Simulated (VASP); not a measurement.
Set up this calculation in VASP 6.6.1, as the native input.

| Property | Result |
| --- | --- |
| Task | single point |
| Functional | LDA |
| Potentials or basis | VASP PAW LDA potentials, release 64 (Al, N) |
| Cutoff | 520 eV |
| k mesh | 10 × 10 × 10 |
| Occupations | gaussian, width 0.01 eV |
| Spin | no spin polarisation |
| Dipole correction | no |
| Further INCAR settings | ALGO = Normal; EDIFF = 1e-07; NBANDS = 11 |

The structure of AlN lies in POSCAR:

```
AlN
1.0
    2.1602873807      2.1602873807      0.0000000000
   -2.1602873807      2.1602873807      0.0000000000
    0.0000000000      2.1602873807      2.1827489455
Al N
1 1
Direct
    0.0000000000      0.0000000000      0.0000000000
    0.2500000000      0.7500000000      0.5000000000
```

This cell differs from its parent crystal: in-plane strain -0.005, then relaxed in part.

The input as run:

INCAR

```
  ALGO = Normal
  EDIFF = 1E-7
  ENCUT = 520
  ISIF = 2
  ISMEAR = 0
  LASPH = True
  LCHARG = False
  LREAL = False
  LWAVE = False
  NBANDS = 11
  NELM = 60
  PREC = Accurate
  SIGMA = 0.01
```

KPOINTS

```
k-points
0
Gamma
  10 10 10
```

Potentials or basis: VASP PAW LDA potentials, release 64 (Al, N).

The run is started by

```console
$ cat potpaw_LDA.64/Al/POTCAR potpaw_LDA.64/N/POTCAR > POTCAR
$ mpirun -np 1 vasp_std > vasp.out
```

It gave:

```json
{
 "Pressure": "1.6 GPa",
 "Band gap on the k mesh": "3.20 eV, indirect (least direct gap 4.42 eV)"
}
```

Caveat: the cell differs from its parent crystal (in-plane strain -0.005, then relaxed in part).

Wall time 12 s on 1 thread of Intel(R) Xeon(R) Platinum 8259CL CPU @ 2.50GHz (Skylake/Cascade Lake) (shared host), peak memory 0.13 GiB.
